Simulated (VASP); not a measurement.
# CsPbCl3 (a cell with a defect) in VASP: single point with PBEsol

Aim: the single point of CsPbCl3 (a cell with a defect) with PBEsol.

Everything below comes from runs of VASP 6.6.1. Logs are shortened: lines on timing, memory, paths and dates and some standing lists are left out, and cuts for length are marked.

## Step 1: The cell of the first run

The cell holds a defect, 40 atoms: a = 11.234 Å, b = 11.234 Å, c = 11.234 Å, α = 90.00°, β = 90.00°, γ = 90.00°.

## Step 2: Single point, PBEsol

INCAR

```
PREC     = Accurate       # precision mode
ENCUT    = 520            # plane-wave cutoff, eV
EDIFF    = 1E-6           # SCF threshold, eV
ISMEAR   = -1             # smearing method
SIGMA    = 0.05           # smearing width, eV
LREAL    = Auto         
LASPH    = T              # aspherical terms in the spheres
NELM     = 80             # most SCF steps
ALGO     = Normal         # electronic algorithm
ISIF     = 2              # what is computed and relaxed
LWAVE    = F              # write WAVECAR
LCHARG   = F              # write CHGCAR
GGA      = PS             # functional
ISYM     = 0            
NBANDS   = 202            # bands
```

KPOINTS

```
Automatic mesh
0
Gamma
  1 1 1
  0.25 0.25 0.25
```

POSCAR

```
CsPbCl3
1.0
   11.2343380000      0.0000000000      0.0000000000
    0.0000000000     11.2343380000      0.0000000000
    0.0000000000      0.0000000000     11.2343380000
Cs Cl Pb
8 24 8
Direct
    0.9876370000      0.9795850000      0.9890380000
    0.9818240000      0.5309130000      0.0029920000
    0.9769730000      0.5619020000      0.5022610000
    0.5311950000      0.9974600000      0.0001530000
    0.5537960000      0.9746570000      0.5121570000
    0.5477720000      0.5563710000      0.0039340000
    0.4800190000      0.4552070000      0.5058090000
    0.0420940000      0.0429050000      0.4145310000
    0.8534630000      0.8685450000      0.5155550000
    0.3267690000      0.3217090000      0.9919320000
    0.2618270000      0.7071990000      0.9981320000
    0.2626080000      0.8237900000      0.4961460000
    0.7025310000      0.2710010000      0.0021530000
    0.8151570000      0.2690370000      0.4999460000
    0.7651840000      0.7651330000      0.0130730000
    0.6636250000      0.6659900000      0.5044050000
    0.0124620000      0.2690570000      0.1995180000
    0.0089210000      0.2591220000      0.8205950000
    0.0162360000      0.7610920000      0.2452690000
    0.0094040000      0.7368530000      0.7720050000
    0.5026790000      0.2332010000      0.2964270000
    0.5015100000      0.2312890000      0.7060590000
    0.5145550000      0.7914570000      0.2346120000
    0.5073860000      0.7763020000      0.7742250000
    0.2505740000      0.0130170000      0.1879710000
    0.2506740000      0.0053570000      0.8076930000
    0.2610670000      0.5047710000      0.2932590000
    0.2428880000      0.4961390000      0.6931360000
    0.7785790000      0.0183100000      0.2320180000
    0.7490010000      0.0112810000      0.7836810000
    0.7708610000      0.5167040000      0.2361530000
    0.7595230000      0.5094780000      0.7757280000
    0.2658760000      0.2655800000      0.2164490000
    0.2534810000      0.2557440000      0.7718060000
    0.2661270000      0.7619390000      0.2464640000
    0.2575890000      0.7585890000      0.7498730000
    0.7600080000      0.2657260000      0.2489160000
    0.7586980000      0.2581900000      0.7555820000
    0.7618080000      0.7663280000      0.2781110000
    0.7583840000      0.7604430000      0.7273070000
```

Potentials or basis: VASP PAW PBE potentials, release 64 (Cs_sv, Cl, Pb_d).

On the command line:

```bash
$ cat potpaw_PBE.64/Cs_sv/POTCAR potpaw_PBE.64/Cl/POTCAR potpaw_PBE.64/Pb_d/POTCAR > POTCAR
$ mpirun -np 1 vasp_std > vasp.out
```

OUTCAR:

```text
PREC = Accurate
   ENCUT = 520
   EDIFF = 1E-6
   ISMEAR = -1
   LREAL = Auto
   LASPH = T
   NELM = 80
   ISIF = 2
   GGA = PS
   ISYM = 0

 ion  position               nearest neighbor table
   1  0.988  0.980  0.989-
   2  0.982  0.531  0.003-
   3  0.977  0.562  0.502-
   4  0.531  0.997  0.000-
   5  0.554  0.975  0.512-
   6  0.548  0.556  0.004-
   7  0.480  0.455  0.506-
   8  0.042  0.043  0.415-
   9  0.853  0.869  0.516-  40 2.88  39 3.08
  10  0.327  0.322  0.992-  33 2.69  34 2.71
  11  0.262  0.707  0.998-  36 2.85  35 2.86
  12  0.263  0.824  0.496-  35 2.89  36 2.94
  13  0.703  0.271  0.002-  38 2.84  37 2.85
  14  0.815  0.269  0.500-  37 2.89  38 2.94
[... 16 lines left out ...]
  31  0.771  0.517  0.236-  37 2.83  39 2.85
  32  0.760  0.509  0.776-  38 2.83  40 2.87
  33  0.266  0.266  0.216-  10 2.69  27 2.82  21 2.83  17 2.85  25 2.86
  34  0.253  0.256  0.772-  10 2.71  18 2.80  26 2.84  28 2.84  22 2.90
  35  0.266  0.762  0.246-  19 2.81  23 2.81  11 2.86  12 2.89  25 2.90  27 2.94
  36  0.258  0.759  0.750-  20 2.81  24 2.83  26 2.85  11 2.85  12 2.94  28 3.02
  37  0.760  0.266  0.249-  29 2.79  31 2.83  13 2.85  14 2.89  17 2.89  21 2.96
  38  0.759  0.258  0.756-  30 2.79  32 2.83  13 2.84  18 2.90  14 2.94  22 2.96
  39  0.762  0.766  0.278-  23 2.83  31 2.85  19 2.88  29 2.88  15 2.98  16 2.99   9 3.08
  40  0.758  0.760  0.727-  32 2.87  24 2.87   9 2.88  20 2.88  30 2.89  16 2.92  15 3.21

IMPORTANT INFORMATION: All symmetrisations will be switched off!
NOSYMM: (Re-)initialisation of all symmetry stuff for point group C_1.

----------------------------------------------------------------------------------------

                                     Primitive cell

  volume of cell :    1417.8897

  direct lattice vectors                    reciprocal lattice vectors
    11.234338000  0.000000000  0.000000000     0.089012811  0.000000000  0.000000000
     0.000000000 11.234338000  0.000000000     0.000000000  0.089012811  0.000000000
     0.000000000  0.000000000 11.234338000     0.000000000  0.000000000  0.089012811

  length of vectors
    11.234338000 11.234338000 11.234338000     0.089012811  0.089012811  0.089012811

  position of ions in fractional coordinates (direct lattice)
     0.987637000  0.979585000  0.989038000
     0.981824000  0.530913000  0.002992000
     0.976973000  0.561902000  0.502261000
     0.531195000  0.997460000  0.000153000
     0.553796000  0.974657000  0.512157000
     0.547772000  0.556371000  0.003934000
[... 32 lines left out ...]
     0.761808000  0.766328000  0.278111000
     0.758384000  0.760443000  0.727307000

  ion indices of the primitive-cell ions
   primitive index   ion index
                 1           1
                 2           2
                 3           3
                 4           4
                 5           5
                 6           6
[... 32 lines left out ...]
                39          39
                40          40

----------------------------------------------------------------------------------------

 KPOINTS: Automatic mesh

Automatic generation of k-mesh.
 Grid dimensions read from file:
 generate k-points for:    1    1    1

 Generating k-lattice:

  Cartesian coordinates                     Fractional coordinates (reciprocal lattice)
     0.089012811  0.000000000  0.000000000     1.000000000  0.000000000  0.000000000
     0.000000000  0.089012811  0.000000000     0.000000000  1.000000000  0.000000000
     0.000000000  0.000000000  0.089012811     0.000000000  0.000000000  1.000000000

  Length of vectors
     0.089012811  0.089012811  0.089012811

  Shift w.r.t. Gamma in fractional coordinates (k-lattice)
     0.250000000  0.250000000  0.250000000

 Subroutine IBZKPT returns following result:
 ===========================================

 Found      4 irreducible k-points:

 Following reciprocal coordinates:
            Coordinates               Weight
  0.250000  0.250000  0.250000      2.000000
 -0.250000  0.250000  0.250000      2.000000
 -0.250000 -0.250000  0.250000      2.000000
  0.250000 -0.250000  0.250000      2.000000
   k-points           NKPTS =      4   k-points in BZ     NKDIM =      4   number of bands    NBANDS=    202
   number of dos      NEDOS =    301   number of ions     NIONS =     40
   total plane-waves  NPLWV = 592704
   dimension x,y,z NGX =    84 NGY =   84 NGZ =   84
   dimension x,y,z NGXF=   168 NGYF=  168 NGZF=  168
   ions per type =               8  24   8
   NGX,Y,Z   is equivalent  to a cutoff of  12.43, 12.43, 12.43 a.u.
   NGXF,Y,Z  is equivalent  to a cutoff of  24.86, 24.86, 24.86 a.u.
 SYSTEM =  unknown system
   PREC   = accura    normal or accurate (medium, high low for compatibility)
   ISTART =      0    job   : 0-new  1-cont  2-samecut
   ICHARG =      2    charge: 1-file 2-atom 10-const
   ISPIN  =      1    spin polarized calculation?
   LNONCOLLINEAR =      F non collinear calculations
   LSORBIT =      F    spin-orbit coupling
   LASPH  =      T    aspherical Exc in radial PAW
   ENCUT  =  520.0 eV  38.22 Ry    6.18 a.u.  20.89 20.89 20.89*2*pi/ulx,y,z
   NELM   =     80;   NELMIN=  2; NELMDL= -5     # of ELM steps
   EDIFF  = 0.1E-05   stopping-criterion for ELM
   LREAL  =      T    real-space projection
   EDIFFG = 0.1E-04   stopping-criterion for IOM
   NSW    =      0    number of steps for IOM
   IBRION =     -1    ionic relax: 0-MD 1-quasi-New 2-CG
   NFREE  =      0    steps in history (QN), initial steepest desc. (CG)
   ISIF   =      2    stress and relaxation
   ISYM   =      0    0-nonsym 1-usesym 2-fastsym
   POTIM  = 0.5000    time-step for ionic-motion
   TEBEG  =    0.0;   TEEND  =   0.0 temperature during run
   PSTRESS=    0.0 pullay stress
   NELECT =     352.0000    total number of electrons
   NUPDOWN=      -1.0000    fix difference up-down
   EMIN   =  10.00;   EMAX   =-10.00  energy-range for DOS
   EFERMI =   0.00;   METHOD = LEGACY
   ISMEAR =    -1;   SIGMA  =   0.05  broadening in eV -4-tet -1-fermi 0-gaus
   EFERMI_NEDOS =   21; number of points for ismear=-14 and -15
   IALGO  =     38    algorithm
   IMIX   =      4    mixing-type and parameters
     AMIX     =   0.40;   BMIX     =  1.00
     AMIX_MAG =   1.60;   BMIX_MAG =  1.00
  volume/ion in A,a.u.               =      35.45       239.21
  Fermi-wavevector in a.u.,A,eV,Ry     =   1.028904  1.944347 14.403721  1.058644
  Thomas-Fermi vector in A             =   2.162924
   LORBIT       =      0    0 simple, 1 ext, 2 COOP (PROOUT), +10 PAW based schemes
   GGA     = PS    functional components
   LHFCALC =     F    Hartree Fock is set to
   AEXX    =    0.0000 exact exchange contribution
   IVDW    =     0    specifies the selected vdW correction
   LEPSILON=     F    determine dielectric tensor
   LRPA    =     F    only Hartree local field effects (RPA)
 non-spin polarized calculation
  energy-cutoff  :      520.00
  volume of cell :     1417.89
 maximum number of plane-waves:     38184
   NGX = 41   NGY = 41   NGZ = 41

 number of electron     351.9999987 magnetization

 Free energy of the ion-electron system (eV)
  ---------------------------------------------------
  ext. energy  EPLUGINS =         0.00000000
  ---------------------------------------------------
  free energy    TOTEN  =      -146.23778779 eV

  energy without entropy =     -146.23778779  energy(sigma->0) =     -146.23778779

 E-fermi :   1.5925     XC(G=0):  -7.9432

 val. band max:        0.4090263748   @ k =  -0.2500  -0.2500   0.2500
 cond. band min:       3.1428462954   @ k =  -0.2500   0.2500   0.2500
 fundamental gap:      2.7338199206
 Fermi energy:         1.5924736473

 k-point     1 :       0.2500    0.2500    0.2500
  band No.  band energies     occupation
      1     -19.5998      2.00000
      2     -19.5321      2.00000
      3     -19.4821      2.00000
      4     -19.3069      2.00000
      5     -19.2664      2.00000
      6     -19.2230      2.00000
[... 180 lines left out ...]
    187       4.5600      0.00000
    188       4.5749      0.00000

 k-point     2 :      -0.2500    0.2500    0.2500
  band No.  band energies     occupation
      1     -19.5998      2.00000
      2     -19.5321      2.00000
      3     -19.4821      2.00000
      4     -19.3069      2.00000
      5     -19.2664      2.00000
      6     -19.2230      2.00000
[... 180 lines left out ...]
    187       4.5125      0.00000
    188       4.6932      0.00000

 k-point     3 :      -0.2500   -0.2500    0.2500
  band No.  band energies     occupation
      1     -19.5998      2.00000
      2     -19.5321      2.00000
      3     -19.4821      2.00000
      4     -19.3069      2.00000
      5     -19.2664      2.00000
      6     -19.2230      2.00000
[... 180 lines left out ...]
    187       4.5666      0.00000
    188       4.5861      0.00000

 k-point     4 :       0.2500   -0.2500    0.2500
  band No.  band energies     occupation
      1     -19.5998      2.00000
      2     -19.5321      2.00000
      3     -19.4821      2.00000
      4     -19.3069      2.00000
      5     -19.2664      2.00000
      6     -19.2230      2.00000
[... 180 lines left out ...]
    187       4.5163      0.00000
    188       4.6998      0.00000
 [bands above 188 left out]

------------------------ aborting loop because EDIFF is reached ----------------------------------------

  FORCE on cell =-STRESS in cart. coord.  units (eV):
  Direction    XX          YY          ZZ          XY          YZ          ZX
  --------------------------------------------------------------------------------------
  -------------------------------------------------------------------------------------
  Total       -2.7504029     -2.3946392     -6.1831670      0.8162848     -0.8715619     -1.0254628
  in kB       -3.1078814     -2.7058780     -6.9868126      0.9223799     -0.9848416     -1.1587455
  external PRESSURE =      -4.2668574 kB  Pullay stress =       0.0000000 kB

 VOLUME and BASIS-vectors are now :
 -----------------------------------------------------------------------------
  energy-cutoff  :      520.00
  volume of cell :     1417.89
      direct lattice vectors                 reciprocal lattice vectors
    11.234338000  0.000000000  0.000000000     0.089012811  0.000000000  0.000000000
     0.000000000 11.234338000  0.000000000     0.000000000  0.089012811  0.000000000
     0.000000000  0.000000000 11.234338000     0.000000000  0.000000000  0.089012811

 POSITION                                       TOTAL-FORCE (eV/Angst)
 -----------------------------------------------------------------------------------
     11.09545     11.00499     11.11119         0.010817      0.004709      0.003271
     11.03014      5.96446      0.03361         0.009526      0.011095      0.004225
     10.97564      6.31260      5.64257        -0.014367     -0.009561      0.005267
      5.96762     11.20580      0.00172        -0.003119      0.001699      0.012730
      6.22153     10.94963      5.75374        -0.005618     -0.007225     -0.011250
      6.15386      6.25046      0.04420        -0.011784     -0.006271      0.007960
[... 32 lines left out ...]
      8.55841      8.60919      3.12439         0.016681      0.025120     -0.004971
      8.51994      8.54307      8.17081         0.021392      0.030808     -0.010568
 -----------------------------------------------------------------------------------
    total drift:                                0.009915     -0.000744      0.010691

  FREE ENERGIE OF THE ION-ELECTRON SYSTEM (eV)
  ---------------------------------------------------
  free  energy   TOTEN  =      -146.2377877908 eV

  energy  without entropy=     -146.2377877907  energy(sigma->0) =     -146.23778779
```

It took 53 min on 1 thread of AMD EPYC 7R13 (Zen 3), shared host; peak memory 1.5 GiB.

What came out:

| Property | Result |
| --- | --- |
| Free energy | -146.2378 eV |
| Pressure | -0.4 GPa |
| Largest force | 0.039 eV/Å |
| Band gap on the k mesh | 2.73 eV |

Forces on the atoms (eV/Å):
```
Cs   0.011  0.005  0.003
Cs   0.010  0.011  0.004
Cs  -0.014 -0.010  0.005
Cs  -0.003  0.002  0.013
Cs  -0.006 -0.007 -0.011
Cs  -0.012 -0.006  0.008
Cs  -0.009 -0.008 -0.011
Cs   0.009  0.023  0.007
Cl  -0.002 -0.006  0.013
Cl   0.003  0.001 -0.010
Cl  -0.007 -0.013 -0.008
Cl   0.003  0.005  0.008
Cl  -0.001  0.000 -0.013
Cl   0.006 -0.001  0.012
Cl   0.004  0.002  0.001
Cl   0.004  0.015  0.008
Cl   0.002 -0.015  0.010
Cl  -0.013  0.001 -0.003
Cl  -0.005 -0.014 -0.008
Cl  -0.009  0.007  0.000
Cl   0.009 -0.006 -0.003
Cl  -0.004 -0.010  0.010
Cl   0.006 -0.005 -0.007
Cl  -0.003  0.002 -0.003
Cl  -0.004  0.001 -0.008
Cl  -0.002  0.002 -0.002
Cl  -0.004 -0.001  0.003
Cl  -0.006  0.004  0.006
Cl  -0.008  0.001  0.003
Cl   0.000 -0.013 -0.006
Cl  -0.013 -0.004 -0.003
Cl   0.011 -0.014 -0.020
Pb   0.004  0.006  0.006
Pb   0.006 -0.009 -0.005
Pb  -0.009 -0.001  0.014
Pb   0.002 -0.001 -0.010
Pb  -0.004 -0.007 -0.005
Pb   0.012  0.008  0.015
Pb   0.017  0.025 -0.005
Pb   0.021  0.031 -0.011
```

Caveat: the k points lie up to 0.56 Å⁻¹ apart; the PAW data sets were made with another functional, which shifts forces and pressure a little; spin-orbit coupling is left out, which moves the levels of the heavy elements.
